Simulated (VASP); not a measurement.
# NaI (Fm-3m) in VASP: further runs

The runs below take NaI through vibrations by perturbation theory, with LDA.

Program: VASP 6.6.1. These are calculated values, not measurements. Logs are shortened: lines on timing, memory, paths and dates and some standing lists are left out, and cuts for length are marked.

### 1 The cell of the first run

The structure is cubic, space group Fm-3m (No. 225). Conventional cell: a = 6.220 Å, b = 6.220 Å, c = 6.220 Å, α = 90.00°, β = 90.00°, γ = 90.00°. Within 4.1 Å of Na (site symmetry m-3m) lie 6 I at 3.11 Å. Within 4.1 Å of I (site symmetry m-3m) lie 6 Na at 3.11 Å.

### 2 Vibrations by perturbation theory, LDA (30.08 Å³/atom)

INCAR reads:

```
PREC = Accurate ; ENCUT = 520
EDIFF = 1E-8 ; ISMEAR = 0
SIGMA = 0.01 ; LREAL = False
LASPH = True ; NELM = 60
ALGO = Normal ; ISIF = 2
LWAVE = False ; LCHARG = False
IBRION = 8 ; NSW = 1
```

KPOINTS reads:

```
Automatic mesh
0
Gamma
  6 6 6
```

POSCAR reads:

```
NaI
1.0
    0.0000000000      3.1100725129      3.1100725129
    3.1100725129      0.0000000000      3.1100725129
    3.1100725129      3.1100725129      0.0000000000
Na I
1 1
Direct
    0.0000000000      0.0000000000      0.0000000000
    0.5000000000      0.5000000000      0.5000000000
```

Potentials or basis: VASP PAW LDA potentials, release 64 (Na_pv, I).

Launch:

```bash
$ cat potpaw_LDA.64/Na_pv/POTCAR potpaw_LDA.64/I/POTCAR > POTCAR
$ mpirun -np 1 vasp_std > vasp.out
```

OUTCAR:

```text
PREC = Accurate
   ENCUT = 520
   EDIFF = 1E-8
   ISMEAR = 0
   LREAL = False
   LASPH = True
   NELM = 60
   ISIF = 2
   IBRION = 8
   NSW = 1

 ion  position               nearest neighbor table
   1  0.000  0.000  0.000-   2 3.11   2 3.11   2 3.11   2 3.11   2 3.11   2 3.11
   2  0.500  0.500  0.500-   1 3.11   1 3.11   1 3.11   1 3.11   1 3.11   1 3.11

  LATTYP: Found a face centered cubic cell.
 ALAT       =     6.2201450258

  Lattice vectors:

 A1 = (   0.0000000000,   3.1100725129,   3.1100725129)
 A2 = (   3.1100725129,   0.0000000000,   3.1100725129)
 A3 = (   3.1100725129,   3.1100725129,   0.0000000000)

Analysis of symmetry for initial positions (statically):
=====================================================================
 Subroutine PRICEL returns:
 Original cell was already a primitive cell.

 Routine SETGRP: Setting up the symmetry group for a
 face centered cubic supercell.

 Subroutine GETGRP returns: Found 48 space group operations
 (whereof 48 operations were pure point group operations)
 out of a pool of 48 trial point group operations.

The static configuration has the point symmetry O_h .

Analysis of symmetry for dynamics (positions and initial velocities):
=====================================================================
 Subroutine PRICEL returns:
 Original cell was already a primitive cell.

 Routine SETGRP: Setting up the symmetry group for a
 face centered cubic supercell.

 Subroutine GETGRP returns: Found 48 space group operations
 (whereof 48 operations were pure point group operations)
 out of a pool of 48 trial point group operations.

The dynamic configuration has the point symmetry O_h .

 Subroutine INISYM returns: Found 48 space group operations
 (whereof 48 operations are pure point group operations),
 and found     1 'primitive' translations

----------------------------------------------------------------------------------------

                                     Primitive cell

  volume of cell :      60.1647

  direct lattice vectors                    reciprocal lattice vectors
     0.000000000  3.110072513  3.110072513    -0.160767956  0.160767956  0.160767956
     3.110072513  0.000000000  3.110072513     0.160767956 -0.160767956  0.160767956
     3.110072513  3.110072513  0.000000000     0.160767956  0.160767956 -0.160767956

  length of vectors
     4.398306728  4.398306728  4.398306728     0.278458268  0.278458268  0.278458268

  position of ions in fractional coordinates (direct lattice)
     0.000000000  0.000000000  0.000000000
     0.500000000  0.500000000  0.500000000

  ion indices of the primitive-cell ions
   primitive index   ion index
                 1           1
                 2           2

----------------------------------------------------------------------------------------

 KPOINTS: Automatic mesh

Automatic generation of k-mesh.
 Grid dimensions read from file:
 generate k-points for:    6    6    6

 Generating k-lattice:

  Cartesian coordinates                     Fractional coordinates (reciprocal lattice)
    -0.026794659  0.026794659  0.026794659     0.166666667  0.000000000  0.000000000
     0.026794659 -0.026794659  0.026794659     0.000000000  0.166666667  0.000000000
     0.026794659  0.026794659 -0.026794659     0.000000000  0.000000000  0.166666667

  Length of vectors
     0.046409711  0.046409711  0.046409711

[... 73 lines left out ...]
   LEPSILON=     F    determine dielectric tensor
   LRPA    =     F    only Hartree local field effects (RPA)
 non-spin polarized calculation
 Gauss-broadening in eV      SIGMA  =   0.01
  energy-cutoff  :      520.00
  volume of cell :       60.16
 maximum number of plane-waves:      1639
 NGX is ok and might be reduce to    36
   NGX = 17   NGY = 17   NGZ = 17

--------------------------------------- Ionic step        1  -------------------------------------------

 number of electron      13.9999995 magnetization

 Free energy of the ion-electron system (eV)
  ---------------------------------------------------
  ext. energy  EPLUGINS =         0.00000000
  ---------------------------------------------------
  free energy    TOTEN  =        -6.01500989 eV

  energy without entropy =       -6.01500989  energy(sigma->0) =       -6.01500989

 E-fermi :   1.6524     XC(G=0):  -8.5858

 val. band max:        1.5250131277   @ k =   0.0000   0.0000   0.0000
 cond. band min:       5.2207376969   @ k =   0.0000   0.0000   0.0000
 fundamental gap:      3.6957245692
 Fermi energy:         1.6524014717

 k-point     1 :       0.0000    0.0000    0.0000
  band No.  band energies     occupation
      1     -20.7738      2.00000
      2     -20.7738      2.00000
      3     -20.7738      2.00000
      4      -9.9037      2.00000
      5       1.5250      2.00000
      6       1.5250      2.00000
      7       1.5250      2.00000
      8       5.2207      0.00000
      9       9.3111      0.00000
     10       9.3111      0.00000
     11       9.3111      0.00000
[... 198 lines left out ...]
  band No.  band energies     occupation
      1     -20.7803      2.00000
      2     -20.7781      2.00000
      3     -20.7772      2.00000
      4      -9.3352      2.00000
      5      -0.5751      2.00000
      6       0.1181      2.00000
      7       0.3882      2.00000
      8       6.8685      0.00000
      9       7.8083      0.00000
     10      10.2964      0.00000
     11      10.3204      0.00000

------------------------ aborting loop because EDIFF is reached ----------------------------------------

  FORCE on cell =-STRESS in cart. coord.  units (eV):
  Direction    XX          YY          ZZ          XY          YZ          ZX
  --------------------------------------------------------------------------------------
  -------------------------------------------------------------------------------------
  Total        0.1702155      0.1702155      0.1702155      0.0000000      0.0000000     -0.0000000
  in kB        4.5328160      4.5328160      4.5328160      0.0000000      0.0000000     -0.0000000
  external PRESSURE =       4.5328160 kB  Pullay stress =       0.0000000 kB

 VOLUME and BASIS-vectors are now :
 -----------------------------------------------------------------------------
  energy-cutoff  :      520.00
  volume of cell :       60.16
      direct lattice vectors                 reciprocal lattice vectors
     0.000000000  3.110072513  3.110072513    -0.160767956  0.160767956  0.160767956
     3.110072513  0.000000000  3.110072513     0.160767956 -0.160767956  0.160767956
     3.110072513  3.110072513  0.000000000     0.160767956  0.160767956 -0.160767956

 POSITION                                       TOTAL-FORCE (eV/Angst)
 -----------------------------------------------------------------------------------
      0.00000      0.00000      0.00000         0.000000      0.000000     -0.000000
      3.11007      3.11007      3.11007         0.000000      0.000000      0.000000
 -----------------------------------------------------------------------------------
    total drift:                                0.000000      0.000000      0.000000

  FREE ENERGIE OF THE ION-ELECTRON SYSTEM (eV)
  ---------------------------------------------------
  free  energy   TOTEN  =        -6.0150098942 eV

  energy  without entropy=       -6.0150098942  energy(sigma->0) =       -6.01500989

[... ionic steps 2 to 3 ...]

--------------------------------------- Ionic step        4  -------------------------------------------

------------------------ aborting loop because EDIFF is reached ----------------------------------------

[... ionic steps 5 to 6 ...]

--------------------------------------- Ionic step        7  -------------------------------------------

 Free energy of the ion-electron system (eV)
  ---------------------------------------------------
  ---------------------------------------------------
  free energy    TOTEN  =        -0.08346116 eV

  energy without entropy =       -0.08346116

------------------------ aborting loop because EDIFF is reached ----------------------------------------

 INTERNAL STRAIN TENSOR  FOR ION    2  DIRECTION 1   (eV/Angst):
 -----------------------------------------------------------------------------
    -0.00300 -0.00000  0.00000
     0.00000  0.00806  0.00000
     0.00000  0.00000  0.00806

 INTERNAL STRAIN TENSOR FOR ION    2 for displacements in x,y,z  (eV/Angst):
          X           Y           Z          XY          YZ          ZX
  --------------------------------------------------------------------------------
  x     0.00000     0.00000     0.00000     0.00000     0.00000     0.00000
  y     0.00000     0.00000     0.00000     0.00000     0.00000     0.00000
  z     0.00000     0.00000     0.00000     0.00000     0.00000     0.00000

 SECOND DERIVATIVES (NOT SYMMETRIZED)
 ------------------------------------
               1X          1Y          1Z          2X          2Y          2Z
  1X    -1.348457    0.000000    0.000000    1.348457    0.000000    0.000000
  1Y     0.000000   -1.348457    0.000000    0.000000    1.348457    0.000000
  1Z     0.000000    0.000000   -1.348457    0.000000    0.000000    1.348457
  2X     1.368691    0.000000    0.000000   -1.368691    0.000000    0.000000
  2Y     0.000000    1.368691    0.000000    0.000000   -1.368691    0.000000
  2Z     0.000000    0.000000    1.368691    0.000000    0.000000   -1.368691

 Eigenvectors and eigenvalues of the dynamical matrix
 ----------------------------------------------------

   1 f  =    4.119599 THz    25.884206 2PiTHz  137.415041 cm-1    17.037286 meV
             X         Y         Z           dx          dy          dz
      0.000000  0.000000  0.000000     0.000000    0.919063    0.000000
      3.110073  3.110073  3.110073     0.000000   -0.394112    0.000000
[... 21 lines left out ...]
   6 f/i=    0.011112 THz     0.069820 2PiTHz    0.370664 cm-1     0.045956 meV
             X         Y         Z           dx          dy          dz
      0.000000  0.000000  0.000000     0.000000    0.000000   -0.394112
      3.110073  3.110073  3.110073     0.000000    0.000000   -0.919063

--------------------------------------------------------------------------------------------------------

 ELASTIC MODULI CONTR FROM IONIC RELAXATION (kBar)
 Direction    XX          YY          ZZ          XY          YZ          ZX
 --------------------------------------------------------------------------------
 XX           0.0000      0.0000      0.0000      0.0000      0.0000      0.0000
 YY           0.0000      0.0000      0.0000      0.0000      0.0000      0.0000
 ZZ           0.0000      0.0000      0.0000      0.0000      0.0000      0.0000
 XY           0.0000      0.0000      0.0000      0.0000      0.0000      0.0000
 YZ           0.0000      0.0000      0.0000      0.0000      0.0000      0.0000
 ZX           0.0000      0.0000      0.0000      0.0000      0.0000      0.0000
 --------------------------------------------------------------------------------
```

Run time: 74 s. Hardware: 1 thread of Intel Xeon Platinum 8259CL at 2.50GHz (Skylake/Cascade Lake), shared host; peak memory 0.23 GiB.

Results:

```yaml
Highest_phonon_frequency_at_Γ_LO-TO_splitting_left_out: 137 cm⁻¹
```

Phonon frequencies in cm⁻¹ (negative: imaginary):
| q point | frequencies |
| --- | --- |
| (0.000, 0.000, 0.000) | 0 0 0 137 137 137 |

Caveat: spin-orbit coupling is left out, which moves the levels of the heavy elements.

### 3 Vibrations by perturbation theory, LDA

This run uses another cell than the first one, of 30.70 Å³/atom.

INCAR reads:

```
SYSTEM = NaI
PREC = Accurate
ENCUT = 520
EDIFF = 1E-8
ISMEAR = 0
SIGMA = 0.01
LREAL = .FALSE.
LASPH = .TRUE.
NELM = 100
ALGO = Normal
ISIF = 2
LWAVE = .FALSE.
LCHARG = .FALSE.
GGA = CA
IBRION = 8
NSW = 1
```

KPOINTS reads:

```
regular mesh
0
G
  6 6 6
  0 0 0
```

POSCAR reads:

```
NaI
1.0
    0.0000000000      3.1310871539      3.1310871539
    3.1310871539      0.0000000000      3.1310871539
    3.1310871539      3.1310871539      0.0000000000
Na I
1 1
Direct
    0.0000000000      0.0000000000      0.0000000000
    0.5000000000      0.5000000000      0.5000000000
```

Potentials or basis: VASP PAW LDA potentials, release 64 (Na_pv, I).

Launch:

```bash
$ cat potpaw_LDA.64/Na_pv/POTCAR potpaw_LDA.64/I/POTCAR > POTCAR
$ mpirun -np 1 vasp_std > vasp.out
```

OUTCAR:

```text
SYSTEM = NaI
   PREC = Accurate
   ENCUT = 520
   EDIFF = 1E-8
   ISMEAR = 0
   LREAL = .FALSE.
   LASPH = .TRUE.
   NELM = 100
   ISIF = 2
   GGA = CA
   IBRION = 8
   NSW = 1

 ion  position               nearest neighbor table
   1  0.000  0.000  0.000-   2 3.13   2 3.13   2 3.13   2 3.13   2 3.13   2 3.13
   2  0.500  0.500  0.500-   1 3.13   1 3.13   1 3.13   1 3.13   1 3.13   1 3.13

  LATTYP: Found a face centered cubic cell.
 ALAT       =     6.2621743078
[... 472 lines left out ...]
               1X          1Y          1Z          2X          2Y          2Z
  1X    -1.223415    0.000000    0.000000    1.223415    0.000000    0.000000
  1Y     0.000000   -1.223415    0.000000    0.000000    1.223415    0.000000
  1Z     0.000000    0.000000   -1.223415    0.000000    0.000000    1.223415
  2X     1.235464    0.000000    0.000000   -1.235464    0.000000    0.000000
  2Y     0.000000    1.235464    0.000000    0.000000   -1.235464    0.000000
  2Z     0.000000    0.000000    1.235464    0.000000    0.000000   -1.235464

 Eigenvectors and eigenvalues of the dynamical matrix
 ----------------------------------------------------

   1 f  =    3.922393 THz    24.645123 2PiTHz  130.836951 cm-1    16.221707 meV
             X         Y         Z           dx          dy          dz
      0.000000  0.000000  0.000000     0.000000    0.919427    0.000000
      3.131087  3.131087  3.131087     0.000000   -0.393261    0.000000
[... 21 lines left out ...]
   6 f/i=    0.006949 THz     0.043664 2PiTHz    0.231806 cm-1     0.028740 meV
             X         Y         Z           dx          dy          dz
      0.000000  0.000000  0.000000     0.000000   -0.393261    0.000000
      3.131087  3.131087  3.131087     0.000000   -0.919427    0.000000

--------------------------------------------------------------------------------------------------------

 ELASTIC MODULI CONTR FROM IONIC RELAXATION (kBar)
 Direction    XX          YY          ZZ          XY          YZ          ZX
 --------------------------------------------------------------------------------
 XX           0.0000      0.0000      0.0000      0.0000      0.0000      0.0000
 YY           0.0000      0.0000      0.0000      0.0000      0.0000      0.0000
 ZZ           0.0000      0.0000      0.0000      0.0000      0.0000      0.0000
 XY           0.0000      0.0000      0.0000      0.0000      0.0000      0.0000
 YZ           0.0000      0.0000      0.0000      0.0000      0.0000      0.0000
 ZX           0.0000      0.0000      0.0000      0.0000      0.0000      0.0000
 --------------------------------------------------------------------------------
```

stdout:

```text
POSCAR found type information on POSCAR NaI
 POSCAR found :  2 types and       2 ions
 scaLAPACK will be used
 LDA part: xc-table for (Slater(with rela. corr.)+CA(PZ))
 , standard interpolation
 POSCAR, INCAR and KPOINTS ok, starting setup
 FFT: planning ... GRIDC
 FFT: planning ... GRID_SOFT
 FFT: planning ... GRID
 WAVECAR not read
 entering main loop
 Linear response reoptimize wavefunctions to high precision
 Linear response DOF=           2
 Linear response progress:
 first order change of Fermi-energy   0.10779E-02
 force on displaced ion       1 direction 1 :  -1.223   0.000   0.000
 Linear response progress:
 first order change of Fermi-energy  -0.13880E-02
 force on displaced ion       2 direction 1 :  -1.235   0.000   0.000
 Linear response finished
```

Run time: 64 s. Hardware: 1 thread of Intel Xeon Platinum 8259CL at 2.50GHz (Skylake/Cascade Lake), shared host; peak memory 0.23 GiB.

Results:

```yaml
Highest_phonon_frequency_at_Γ_LO-TO_splitting_left_out: 131 cm⁻¹
```

Phonon frequencies in cm⁻¹ (negative: imaginary):
```tsv
q point	frequencies
(0.000, 0.000, 0.000)	0 0 0 131 131 131
```

Caveat: spin-orbit coupling is left out, which moves the levels of the heavy elements.
